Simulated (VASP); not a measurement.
TaN:

```
CELL_PARAMETERS angstrom
0.00000 2.18793 2.18793
2.18793 0.00000 2.18793
2.18793 2.18793 0.00000
ATOMIC_POSITIONS crystal
Ta 0.50000 0.50000 0.50000
N 0.00000 0.00000 0.00000
```

Base run:

| Quantity | Value |
| --- | --- |
| Program | VASP 6.6.1 |
| Functional | r2SCAN |
| Potentials or basis | VASP PAW PBE potentials, release 64 (Ta_pv, N) |
| Cutoff | 520 eV |
| k mesh | 16 × 16 × 16 |
| Occupations | gaussian, width 0.1 eV |
| Spin | no spin polarisation |

Its results: band gap on the k mesh zero (band 8 reaches 11.76 eV, above the bottom of band 9 at 7.57 eV); pressure 7.2 GPa.

Task: The run is repeated on the same cell with these changes: functional from r2SCAN to PBEsol; further incar settings from ALGO = Normal; EDIFF = 1e-06; NBANDS = 15 to ALGO = Normal; EDIFF = 1e-07; NBANDS = 15. What comes out?

Result: Band gap on the k mesh zero (band 8 reaches 11.50 eV, above the bottom of band 9 at 7.38 eV); pressure 1.0 GPa.

Caveats: the PAW data sets were made with another functional, which shifts forces and pressure a little; spin-orbit coupling is left out, which moves the levels of the heavy elements.
